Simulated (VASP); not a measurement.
Write the native input for VASP 6.6.1 that does the following.

```yaml
Task: single point
Functional: PBEsol
Potentials_or_basis: VASP PAW PBE potentials, release 64 (Al, Ni)
Cutoff: 520 eV
k_mesh: 16 × 16 × 16
Occupations: gaussian, width 0.15 eV
Spin: no spin polarisation
Dipole_correction: no
Further_INCAR_settings: ALGO = Normal; EDIFF = 1e-06; NBANDS = 14
```

The structure of AlNi lies in POSCAR:

```
AlNi
1.0
    2.8855765085      0.0000000000      0.0000000000
    0.0000000000      2.8855765085      0.0000000000
    0.0000000000      0.0000000000      2.8855765085
Al Ni
1 1
Direct
    0.0000000000      0.0000000000      0.0000000000
    0.5000000000      0.5000000000      0.5000000000
```

One way to write it, as run:

INCAR

```
ALGO = Normal
EDIFF = 1E-6
ENCUT = 520
GGA = PS
ISIF = 2
ISMEAR = 0
LASPH = True
LCHARG = False
LREAL = False
LWAVE = False
NBANDS = 14
NELM = 60
PREC = Accurate
SIGMA = 0.15
```

KPOINTS

```
k-points
0
Gamma
  16 16 16
```

Potentials or basis: VASP PAW PBE potentials, release 64 (Al, Ni).

Command:

```sh
$ cat potpaw_PBE.64/Al/POTCAR potpaw_PBE.64/Ni/POTCAR > POTCAR
$ mpirun -np 1 vasp_std > vasp.out
```

Results of the run:

The pressure is -3.9 GPa.

Caveat: the PAW data sets were made with another functional, which shifts forces and pressure a little.

Wall time 20 s on 1 thread of Intel(R) Xeon(R) Platinum 8488C (Sapphire Rapids), with other jobs on the host, peak memory 0.18 GiB.
